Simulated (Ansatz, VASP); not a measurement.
Ge in VASP and in Ansatz

```xyz
2
Lattice="0.0000 2.7943 2.7943 2.7943 0.0000 2.7943 2.7943 2.7943 0.0000" Properties=species:S:1:pos:R:3 pbc="T T T"
Ge    0.0000    0.0000    0.0000
Ge    1.3972    1.3972    1.3972
```

Change from the starting cell: hydrostatic strain -1.5%.

Alike in both runs: task single point; functional r2SCAN; k mesh 8 × 8 × 8; no spin polarisation.

```csv
,VASP,Ansatz
version,VASP 6.6.1,Ansatz 0.2.0
potentials or method,"VASP PAW PBE potentials, release 64 (Ge_d)","plane waves, PAW"
plane-wave cutoff (eV),520,500
occupations,"gaussian, width 0.01 eV",fixed
valence electrons in the cell,28,28
```

VASP gave:

* gap on the k mesh at the Fermi level (eV): 0.57
* pressure (GPa): 3.7

Q: What did Ansatz give for the same quantities?

A: gap on the k mesh at the Fermi level (eV): 0.59; pressure (GPa): 3.6.

VASP's potentials were made for PBE, not for r2SCAN.
